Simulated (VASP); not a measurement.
The system is Na.

```
Na
1.0
     3.70038    0.00000    0.00000
    -1.85019    3.20463    0.00000
     0.00000    0.00000   12.53732
Na
4
Direct
  0.66667 0.33333 0.75000
  0.00000 0.00000 0.50000
  0.33333 0.66667 0.25000
  0.00000 0.00000 0.00000
```

Program: VASP 6.6.1. Alike in all runs: task single point; no spin polarisation; cell as given; cutoff (eV) 520; smearing fermi-dirac 0.05 eV. Hardware: 1 thread of Intel(R) Xeon(R) 6975P-C (Granite Rapids) (shared host).

Problem. Order these runs on this cell by their wall time, lowest first.
A. level r2SCAN; potentials or basis VASP PAW PBE potentials, release 64 (Na_pv); k mesh 8 × 8 × 3
B. level r2SCAN; potentials or basis VASP PAW PBE potentials, release 64 (Na_pv); k mesh 5 × 5 × 2
C. level LDA; potentials or basis VASP PAW LDA potentials, release 64 (Na_pv); k mesh 8 × 8 × 3
D. level PBEsol; potentials or basis VASP PAW PBE potentials, release 64 (Na_pv); k mesh 5 × 5 × 2

Solution. D (11 s), C (23 s), B (64 s), A (130 s).

Caveats: some runs use coarse meshes.
